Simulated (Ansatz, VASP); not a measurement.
# Two plane-wave programs on BP

File INCAR:

```
PREC = Accurate
ENCUT = 500
EDIFF = 1E-6
ISMEAR = 0
SIGMA = 0.01
LREAL = False
LASPH = True
NELM = 120
ALGO = Normal
ISIF = 2
LWAVE = False
LCHARG = False
GGA = CA
NBANDS = 11
GGA_COMPAT = False
```

File KPOINTS:

```
Automatic mesh
0
Gamma
  12 12 12
```

Contents of POSCAR:

```
BP
1.0
    0.0000000000      2.1692282038      2.1692282038
    2.1692282038      0.0000000000      2.1692282038
    2.1692282038      2.1692282038      0.0000000000
B P
1 1
Direct
    0.0000000000      0.0000000000      0.0000000000
    0.7500000000      0.7500000000      0.7500000000
```

Input for Ansatz:

```yaml
crystal:
  lattice:
    - [0.0, 2.1692282038, 2.1692282038]
    - [2.1692282038, 0.0, 2.1692282038]
    - [2.1692282038, 2.1692282038, 0.0]
  atoms:
    - { symbol: B, position: [0.0, 0.0, 0.0] }
    - { symbol: P, position: [0.75, 0.75, 0.75] }
kpoints:
  mp_grid: { grid: [12, 12, 12] }
hamiltonian:
  xc: lda
scf:
  occupations: { method: fixed }
  mixing: { preconditioner: resta }
output:
  forces: true
  eigenvalues: true
  stress: true
accuracy: high
```

Alike in both runs: task single point; functional LDA; k mesh 12 × 12 × 12; no spin polarisation.

```csv
,VASP,Ansatz
version,VASP 6.6.1,Ansatz 0.2.0
potentials or method,"VASP PAW LDA potentials, release 64 (B, P)","scalar-relativistic, plane waves, PAW"
plane-wave cutoff (eV),500,420
occupations,"gaussian, width 0.01 eV",fixed
valence electrons in the cell,8,8
```

Ansatz gave:

| Quantity | Value |
| --- | --- |
| gap on the k mesh at the Fermi level (eV) | 1.01 |
| pressure (GPa) | 22.0 |

Problem. Estimate VASP's values.

Solution. gap on the k mesh at the Fermi level (eV): 1.01; pressure (GPa): 21.8.

LDA's correlation is that of Perdew and Zunger in VASP and of Perdew and Wang (1992) in Ansatz.
